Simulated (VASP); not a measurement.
Write the native input for VASP 6.6.1 that does the following.

```yaml
Task: single point
Functional: PBEsol
Potentials_or_basis: VASP PAW PBE potentials, release 64 (In_d, P)
Cutoff: 520 eV
k_mesh: 6 × 6 × 6
Occupations: fermi-dirac, width 0.05 eV
Spin: non-collinear spin, zero start, spin-orbit coupling
Starting_moments: "[[0.0, 0.0, 0.0], [0.0, 0.0, 0.0]] μB"
Dipole_correction: no
Further_INCAR_settings: ALGO = Normal; EDIFF = 1e-06; NBANDS = 30
```

The structure of InP lies in POSCAR:

```
InP
1.0
    0.0000000000      2.9305000000      2.9305000000
    2.9305000000      0.0000000000      2.9305000000
    2.9305000000      2.9305000000      0.0000000000
In P
1 1
Direct
    0.0000000000      0.0000000000      0.0000000000
    0.7500000000      0.7500000000      0.7500000000
```

The input as run:

INCAR

```
PREC = Accurate
ENCUT = 520
EDIFF = 1E-6
ISMEAR = -1
SIGMA = 0.05
LREAL = F
LASPH = T
NELM = 150
ALGO = Normal
ISIF = 2
LWAVE = F
LCHARG = F
MAGMOM = 0 0 0 0 0 0
LORBIT = 11
LSORBIT = T
GGA_COMPAT = F
LORBMOM = T
GGA = PS
NBANDS = 30
```

KPOINTS

```
regular mesh
0
Gamma
  6 6 6
```

Potentials or basis: VASP PAW PBE potentials, release 64 (In_d, P).

Run with:

```console
$ cat potpaw_PBE.64/In_d/POTCAR potpaw_PBE.64/P/POTCAR > POTCAR
$ mpirun -np 1 vasp_ncl > vasp.out
```

It gave:

```json
{"Pressure": "0.5 GPa", "Net moment": "0.00 μB per cell", "Valence electrons inside the program's atomic spheres": "In 11.51; P 2.51"}
```

Caveat: the PAW data sets were made with another functional, which shifts forces and pressure a little.

It took 42 s on 1 thread of Intel(R) Xeon(R) 6975P-C (Granite Rapids), with other jobs on the host, peak memory 0.31 GiB.
